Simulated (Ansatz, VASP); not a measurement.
One calculation of BAs, two programs

```
CELL_PARAMETERS angstrom
0.00000 2.40454 2.40454
2.40454 0.00000 2.40454
2.40454 2.40454 0.00000
ATOMIC_POSITIONS crystal
B 0.00000 0.00000 0.00000
As 0.25000 0.25000 0.25000
```

Alike in both runs: functional PBE; k mesh 10 × 10 × 10; occupations gaussian, width 0.02 eV; no spin polarisation.

Ansatz relaxed the structure, and its values are those at the end. VASP's run is a single point on that final structure, the one shown.

```csv
,VASP,Ansatz
version,VASP 6.6.1,Ansatz 0.2.0
potentials or method,"VASP PAW PBE potentials, release 64 (B, As), cutoff 500 eV","scalar-relativistic, plane waves, PAW"
valence electrons in the cell,8,18
```

```tsv
	VASP	Ansatz	Ansatz less VASP
gap on the k mesh at the Fermi level (eV)	1.20	1.20	+0.008
least direct gap on the mesh (eV)	3.25	3.25	+0.003
pressure (GPa)	0.6	0.0	-0.59
```

VASP's potentials hold 8 valence electrons a cell and Ansatz's 18, so a difference there can come from the potentials and not from the codes.
